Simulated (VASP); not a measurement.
Set up this calculation in VASP 6.6.1, as the native input.

* Task: single point
* Functional: r2SCAN
* Potentials or basis: VASP PAW PBE potentials, release 64 (K_sv, Na_pv)
* Cutoff: 520 eV
* k mesh: 1 × 1 × 1
* Occupations: fermi-dirac, width 0.15 eV
* Spin: no spin polarisation
* Dipole correction: no
* Further INCAR settings: LREAL = Auto; ALGO = Normal; EDIFF = 1e-06; NBANDS = 90

The system is K16Na (a cell with a defect).

```
K Na
1.0
    10.46000    0.00000    0.00000
     0.00000   10.46000    0.00000
     0.00000    0.00000   10.46000
K Na
16 1
Direct
  0.00939 0.01349 0.97708
  0.44045 0.98784 0.01000
  0.96307 0.51276 0.99695
  0.01900 0.98596 0.49481
  0.27091 0.23460 0.24369
  0.49896 0.52326 0.02062
  0.52121 0.95066 0.51623
  0.77971 0.20940 0.28966
  0.00324 0.50327 0.50290
  0.22359 0.74099 0.25751
  0.25414 0.26124 0.72851
  0.48569 0.53789 0.49663
  0.76422 0.74747 0.25138
  0.77946 0.24119 0.71811
  0.24297 0.73437 0.74881
  0.75249 0.73809 0.76192
  0.63012 0.23930 0.00226
```

One way to write it, as run:

POSCAR

```
K16Na
1.0
   10.4600000000      0.0000000000      0.0000000000
    0.0000000000     10.4600000000      0.0000000000
    0.0000000000      0.0000000000     10.4600000000
K Na
16 1
Direct
    0.0093881453      0.0134894837     -0.0229158700
    0.4404493308     -0.0121606119      0.0100000000
   -0.0369311663      0.5127629063     -0.0030497132
    0.0189961759     -0.0140439771      0.4948087954
    0.2709082218      0.2345984704      0.2436902486
    0.4989579350      0.5232600382      0.0206214149
    0.5212141491     -0.0493403442      0.5162332696
    0.7797131931      0.2093977055      0.2896558317
    0.0032409178      0.5032695985      0.5028967495
    0.2235946463      0.7409942639      0.2575143403
    0.2541395793      0.2612428298      0.7285086042
    0.4856883365      0.5378871893      0.4966347992
    0.7642160612      0.7474665392      0.2513766730
    0.7794646272      0.2411854685      0.7181070746
    0.2429732314      0.7343690249      0.7488145315
    0.7524856597      0.7380879541      0.7619216061
    0.6301242830      0.2393021033      0.0022562141
```

INCAR.step1

```
SYSTEM = K16Na
PREC = Accurate
ENCUT = 520
ISMEAR = -1
SIGMA = 0.15
LREAL = Auto
LASPH = .True.
NELM = 80
NBANDS = 90
GGA = PE
ALGO = Normal
EDIFF = 1E-4
LWAVE = .True.
LCHARG = .False.
```

INCAR.step2

```
SYSTEM = K16Na
PREC = Accurate
ENCUT = 520
EDIFF = 1E-6
ISMEAR = -1
SIGMA = 0.15
LREAL = Auto
LASPH = .True.
NELM = 80
ALGO = Normal
ISIF = 2
LWAVE = .False.
LCHARG = .False.
METAGGA = R2SCAN
LMIXTAU = .True.
NBANDS = 90
ISTART = 1
```

KPOINTS

```
regular mesh
0
Gamma
  1 1 1
  0 0 0
```

Potentials or basis: VASP PAW PBE potentials, release 64 (K_sv, Na_pv).

Run with:

```bash
$ cat potpaw_PBE.64/K_sv/POTCAR potpaw_PBE.64/Na_pv/POTCAR > POTCAR
$ cp INCAR.step1 INCAR
$ mpirun -np 1 vasp_gam > vasp.out
$ cp INCAR.step2 INCAR
$ mpirun -np 1 vasp_gam > vasp.out
```

It gave:

* Pressure: 0.6 GPa
* Largest force: 0.343 eV/Å
* Band gap on the k mesh: zero (an odd number of electrons rules out a gap without spin polarisation)

Caveat: the k points lie up to 0.60 Å⁻¹ apart, too coarse for converged energies and pressures of a metal; the PAW data sets were made with another functional, which shifts forces and pressure a little.

It took 11 min on 1 thread of Intel(R) Xeon(R) Platinum 8259CL CPU @ 2.50GHz (Skylake/Cascade Lake) (shared host), peak memory 1.1 GiB.
